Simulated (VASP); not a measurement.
# Al (Fm-3m) in VASP: notebook, part 2 of 2

VASP 6.6.1.

## 3. Relaxation of cell and atoms, PBEsol

This run uses another cell than the first one, of 16.60 Å³/atom, 1.023 times its volume.

Contents of INCAR:

```
SYSTEM = Al
  PREC = Accurate
  ENCUT = 500
  EDIFF = 1E-7
  ISMEAR = -1
  SIGMA = 0.1
  LREAL = .False.
  LASPH = .True.
  NELM = 120
  ALGO = Normal
  ISIF = 3
  LWAVE = .False.
  LCHARG = .False.
  GGA = PS
  IBRION = 2
  NSW = 50
  EDIFFG = -0.02
  GGA_COMPAT = .False.
  NELMIN = 4
```

Contents of KPOINTS:

```
Automatic mesh
0
Gamma
  9 9 9
  0 0 0
```

Contents of POSCAR:

```
Al
1.0
    2.8635070000      0.0000000000      0.0000000000
    1.4317535000      2.4798698059      0.0000000000
    1.4317535000      0.8266232686      2.3380436750
Al
1
Direct
    0.0000000000      0.0000000000      0.0000000000
```

Potentials or basis: VASP PAW PBE potentials, release 64 (Al).

Launch:

```bash
cat potpaw_PBE.64/Al/POTCAR > POTCAR
mpirun -np 1 vasp_std > vasp.out
```

OUTCAR:

```text
SYSTEM = Al
   PREC = Accurate
   ENCUT = 500
   EDIFF = 1E-7
   ISMEAR = -1
   LREAL = .False.
   LASPH = .True.
   NELM = 120
   ISIF = 3
   GGA = PS
   IBRION = 2
   NSW = 50
   EDIFFG = -0.02
   NELMIN = 4

 ion  position               nearest neighbor table
   1  0.000  0.000  0.000-

  LATTYP: Found a face centered cubic cell.
 ALAT       =     4.0496104353

  Lattice vectors:

 A1 = (   2.8635070000,   0.0000000000,   0.0000000000)
 A2 = (   1.4317535000,   2.4798698059,   0.0000000000)
 A3 = (   1.4317535000,   0.8266232686,   2.3380436750)

Analysis of symmetry for initial positions (statically):
=====================================================================
 Subroutine PRICEL returns:
 Original cell was already a primitive cell.

 Routine SETGRP: Setting up the symmetry group for a
 face centered cubic supercell.

 Subroutine GETGRP returns: Found 48 space group operations
 (whereof 48 operations were pure point group operations)
 out of a pool of 48 trial point group operations.

The static configuration has the point symmetry O_h .

Analysis of symmetry for dynamics (positions and initial velocities):
=====================================================================
 Subroutine PRICEL returns:
 Original cell was already a primitive cell.

 Routine SETGRP: Setting up the symmetry group for a
 face centered cubic supercell.

 Subroutine GETGRP returns: Found 48 space group operations
 (whereof 48 operations were pure point group operations)
 out of a pool of 48 trial point group operations.

The dynamic configuration has the point symmetry O_h .

 Subroutine INISYM returns: Found 48 space group operations
 (whereof 48 operations are pure point group operations),
 and found     1 'primitive' translations

----------------------------------------------------------------------------------------

                                     Primitive cell

  volume of cell :      16.6027

  direct lattice vectors                    reciprocal lattice vectors
     2.863507000  0.000000000  0.000000000     0.349222125 -0.201623488 -0.142569336
     1.431753500  2.479869806  0.000000000     0.000000000  0.403246976 -0.142569336
     1.431753500  0.826623269  2.338043675     0.000000000  0.000000000  0.427708007

  length of vectors
     2.863507000  2.863507000  2.863507000     0.427708007  0.427708007  0.427708007

  position of ions in fractional coordinates (direct lattice)
     0.000000000  0.000000000  0.000000000

  ion indices of the primitive-cell ions
   primitive index   ion index
                 1           1

----------------------------------------------------------------------------------------

 KPOINTS: Automatic mesh

Automatic generation of k-mesh.
 Grid dimensions read from file:
 generate k-points for:    9    9    9

 Generating k-lattice:

  Cartesian coordinates                     Fractional coordinates (reciprocal lattice)
     0.038802458 -0.022402610 -0.015841037     0.111111111 -0.000000000  0.000000000
     0.000000000  0.044805220 -0.015841037     0.000000000  0.111111111  0.000000000
     0.000000000  0.000000000  0.047523112     0.000000000  0.000000000  0.111111111

  Length of vectors
     0.047523112  0.047523112  0.047523112

  Shift w.r.t. Gamma in fractional coordinates (k-lattice)
     0.000000000  0.000000000  0.000000000

 Subroutine IBZKPT returns following result:
 ===========================================

 Found     35 irreducible k-points:

 Following reciprocal coordinates:
            Coordinates               Weight
  0.000000  0.000000  0.000000      1.000000
  0.111111 -0.000000  0.000000      8.000000
  0.222222 -0.000000  0.000000      8.000000
  0.333333  0.000000 -0.000000      8.000000
  0.444444 -0.000000  0.000000      8.000000
  0.111111  0.111111  0.000000      6.000000
[... 16 lines left out ...]
 -0.333333  0.333333 -0.000000     12.000000
  0.444444  0.444444  0.000000      6.000000
 [... further k-points ...]
   k-points           NKPTS =     35   k-points in BZ     NKDIM =     35   number of bands    NBANDS=      5
   number of dos      NEDOS =    301   number of ions     NIONS =      1
   total plane-waves  NPLWV =  13824
   dimension x,y,z NGX =    24 NGY =   24 NGZ =   24
   dimension x,y,z NGXF=    48 NGYF=   48 NGZF=   48
   ions per type =               1
   NGX,Y,Z   is equivalent  to a cutoff of  13.93, 13.93, 13.93 a.u.
   NGXF,Y,Z  is equivalent  to a cutoff of  27.87, 27.87, 27.87 a.u.
 SYSTEM =  Al
   PREC   = accura    normal or accurate (medium, high low for compatibility)
   ISTART =      0    job   : 0-new  1-cont  2-samecut
   ICHARG =      2    charge: 1-file 2-atom 10-const
   ISPIN  =      1    spin polarized calculation?
   LNONCOLLINEAR =      F non collinear calculations
   LSORBIT =      F    spin-orbit coupling
   LASPH  =      T    aspherical Exc in radial PAW
   ENCUT  =  500.0 eV  36.75 Ry    6.06 a.u.   5.22  5.22  5.22*2*pi/ulx,y,z
   NELM   =    120;   NELMIN=  4; NELMDL= -5     # of ELM steps
   EDIFF  = 0.1E-06   stopping-criterion for ELM
   LREAL  =      F    real-space projection
   EDIFFG = -.2E-01   stopping-criterion for IOM
   NSW    =     50    number of steps for IOM
   IBRION =      2    ionic relax: 0-MD 1-quasi-New 2-CG
   NFREE  =      1    steps in history (QN), initial steepest desc. (CG)
   ISIF   =      3    stress and relaxation
   ISYM   =      2    0-nonsym 1-usesym 2-fastsym
   POTIM  = 0.5000    time-step for ionic-motion
   TEBEG  =    0.0;   TEEND  =   0.0 temperature during run
   PSTRESS=    0.0 pullay stress
   NELECT =       3.0000    total number of electrons
   NUPDOWN=      -1.0000    fix difference up-down
   EMIN   =  10.00;   EMAX   =-10.00  energy-range for DOS
   EFERMI =   0.00;   METHOD = LEGACY
   ISMEAR =    -1;   SIGMA  =   0.10  broadening in eV -4-tet -1-fermi 0-gaus
   EFERMI_NEDOS =   21; number of points for ismear=-14 and -15
   IALGO  =     38    algorithm
   IMIX   =      4    mixing-type and parameters
     AMIX     =   0.40;   BMIX     =  1.00
     AMIX_MAG =   1.60;   BMIX_MAG =  1.00
  volume/ion in A,a.u.               =      16.60       112.04
  Fermi-wavevector in a.u.,A,eV,Ry     =   0.925526  1.748991 11.654731  0.856599
  Thomas-Fermi vector in A             =   2.051390
   LORBIT       =      0    0 simple, 1 ext, 2 COOP (PROOUT), +10 PAW based schemes
   GGA     = PS    functional components
   LHFCALC =     F    Hartree Fock is set to
   AEXX    =    0.0000 exact exchange contribution
   IVDW    =     0    specifies the selected vdW correction
   LEPSILON=     F    determine dielectric tensor
   LRPA    =     F    only Hartree local field effects (RPA)
 conjugate gradient relaxation of ions
 non-spin polarized calculation
  energy-cutoff  :      500.00
  volume of cell :       16.60
 maximum number of plane-waves:       436
 NGX is ok and might be reduce to    24
   NGX = 11   NGY = 11   NGZ = 11

--------------------------------------- Ionic step        1  -------------------------------------------

 number of electron       3.0000000 magnetization

 Free energy of the ion-electron system (eV)
  ---------------------------------------------------
  ext. energy  EPLUGINS =         0.00000000
  ---------------------------------------------------
  free energy    TOTEN  =        -4.06907432 eV

  energy without entropy =       -4.05110699  energy(sigma->0) =       -4.06009066

------------------------ aborting loop because EDIFF is reached ----------------------------------------

  FORCE on cell =-STRESS in cart. coord.  units (eV):
  Direction    XX          YY          ZZ          XY          YZ          ZX
  --------------------------------------------------------------------------------------
  -------------------------------------------------------------------------------------
  Total       -0.1766253     -0.1766253     -0.1766253      0.0000000      0.0000000     -0.0000000
  in kB      -17.0444836    -17.0444836    -17.0444836      0.0000000      0.0000000     -0.0000000
  external PRESSURE =     -17.0444836 kB  Pullay stress =       0.0000000 kB
[... 57 lines left out ...]
--------------------------------------- Ionic step        3  -------------------------------------------

 number of electron       3.0000000 magnetization

 Free energy of the ion-electron system (eV)
  ---------------------------------------------------
  ext. energy  EPLUGINS =         0.00000000
  ---------------------------------------------------
  free energy    TOTEN  =        -4.07103576 eV

  energy without entropy =       -4.05292382  energy(sigma->0) =       -4.06197979

 E-fermi :   8.0903     XC(G=0): -10.3142

 val. band max:        7.9769251204   @ k =   0.4444   0.4444   0.0000
 cond. band min:       8.1158618155   @ k =  -0.4444   0.3333   0.1111
 fundamental gap:      0.1389366951
 Fermi energy:         8.0903073641

 k-point     1 :       0.0000    0.0000    0.0000
  band No.  band energies     occupation
      1      -3.1236      2.00000
      2      20.7986      0.00000
      3      20.7986      0.00000
      4      20.7986      0.00000
      5      22.4100      0.00000
[... 177 lines left out ...]
 k-point    24 :       0.4444    0.4444    0.0000
  band No.  band energies     occupation
      1       3.8800      2.00000
      2       7.9769      1.51309
      3      13.4841      0.00000
      4      13.8719      0.00000
      5      13.8719      0.00000

 [... further k-points ...]
[... 5 lines left out ...]
  --------------------------------------------------------------------------------------
  -------------------------------------------------------------------------------------
  Total        0.0002620      0.0002620      0.0002620     -0.0000000     -0.0000000     -0.0000000
  in kB        0.0258408      0.0258408      0.0258408     -0.0000000     -0.0000000     -0.0000000
  external PRESSURE =       0.0258408 kB  Pullay stress =       0.0000000 kB
[... 16 lines left out ...]
  FREE ENERGIE OF THE ION-ELECTRON SYSTEM (eV)
  ---------------------------------------------------
  free  energy   TOTEN  =        -4.0710357632 eV

  energy  without entropy=       -4.0529238241  energy(sigma->0) =       -4.06197979

 reached required accuracy - stopping structural energy minimisation
```

OSZICAR:

```text
N       E                     dE             d eps       ncg     rms          rms(c)
DAV:   1    -0.154645951767E+01   -0.15465E+01   -0.84476E+02   385   0.314E+02
DAV:   2    -0.399955708801E+01   -0.24531E+01   -0.19626E+01   445   0.310E+01
DAV:   3    -0.409700401096E+01   -0.97447E-01   -0.97428E-01   470   0.504E+00
[... 17 lines left out ...]
DAV:   1    -0.407104215885E+01   -0.62122E-04   -0.64602E-04   455   0.164E-01    0.220E-02
DAV:   2    -0.407103855653E+01    0.36023E-05   -0.42643E-06   365   0.179E-02    0.794E-03
DAV:   3    -0.407103606668E+01    0.24899E-05   -0.77634E-07   440   0.526E-03    0.284E-03
DAV:   4    -0.407103577311E+01    0.29357E-06   -0.79035E-08   230   0.171E-03    0.153E-03
DAV:   5    -0.407103576316E+01    0.99516E-08   -0.38803E-09   175   0.573E-04
   3 F= -.40710358E+01 E0= -.40619798E+01  d E =-.196144E-02
```

Wall time 3 s (1 thread of Intel Xeon 6975P-C (Granite Rapids), shared host); peak memory 0.13 GiB.

Results:

```
Free energy                            : -4.0710 eV
Relaxed volume                         : 16.24 Å³/atom
Relaxed cell                           : a = 2.843 Å, b = 2.843 Å, c = 2.843 Å, α = 60.00°, β = 60.00°, γ = 60.00°
Space group after relaxing (to 0.05 Å) : Fm-3m (No. 225)
Energy gained by relaxing              : 2.0 meV/atom
Ionic steps                            : 3
Pressure after relaxing                : 0.0 GPa
```

The path:
```
step  energy change (eV)  largest force (eV/Å)  pressure (GPa)  volume (Å³)
   1              0.0000                0.0000           -1.70        16.60
   2             -0.0019                0.0000            0.30        16.18
   3             -0.0020                0.0000            0.00        16.24
```

Final structure:
```
CELL_PARAMETERS angstrom
2.84258 0.00000 0.00000
1.42129 2.46175 0.00000
1.42129 0.82058 2.32096
ATOMIC_POSITIONS crystal
Al 0.00000 0.00000 0.00000
```

Caveat: the PAW data sets were made with another functional, which shifts forces and pressure a little.
